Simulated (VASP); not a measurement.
Write the native input for VASP 6.6.1 that does the following.

```
Task                   : single point
Functional             : LDA
Potentials or basis    : VASP PAW LDA potentials, release 64 (Te, Mo_sv)
Cutoff                 : 520 eV
k mesh                 : 9 × 9 × 2
Occupations            : fermi-dirac, width 0.05 eV
Spin                   : no spin polarisation
Dipole correction      : no
Further INCAR settings : ALGO = Normal; EDIFF = 1e-06; NBANDS = 35
```

The structure of Te2Mo lies in POSCAR:

```
Te2Mo
1.0
    3.5872018318      0.0000000000      0.0000000000
   -1.7936009159      3.1066079149      0.0000000000
    0.0000000000      0.0000000000     14.2476617354
Te Mo
4 2
Direct
    0.6666666667      0.3333333333      0.3790000000
    0.3333333333      0.6666666667      0.8790000000
    0.6666666667      0.3333333333      0.1210000000
    0.3333333333      0.6666666667      0.6210000000
    0.6666666667      0.3333333333      0.7500000000
    0.3333333333      0.6666666667      0.2500000000
```

The input as run:

INCAR

```
ALGO = Normal
EDIFF = 1E-6
ENCUT = 520
GGA = CA
ISIF = 2
ISMEAR = -1
LASPH = True
LCHARG = True
LELF = True
LREAL = False
LVHAR = True
LWAVE = False
NBANDS = 35
NELM = 60
PREC = Accurate
SIGMA = 0.05
```

KPOINTS

```
k-points
0
Gamma
  9 9 2
```

Potentials or basis: VASP PAW LDA potentials, release 64 (Te, Mo_sv).

Launch:

```bash
$ cat potpaw_LDA.64/Te/POTCAR potpaw_LDA.64/Mo_sv/POTCAR > POTCAR
$ mpirun -np 1 vasp_std > vasp.out
```

It gave:

```json
{"Pressure": "-7.7 GPa", "Largest force": "0.958 eV/Å", "Band gap on the k mesh": "0.77 eV (least direct gap 0.95 eV)"}
```

Caveat: the cell stands under tension; semilocal functionals underestimate gaps, and a narrow one can read as zero; spin-orbit coupling is left out, which moves the levels of the heavy elements.

Run time: 4 min on 1 thread of Intel Xeon 8259CL (shared host), peak memory 0.29 GiB.
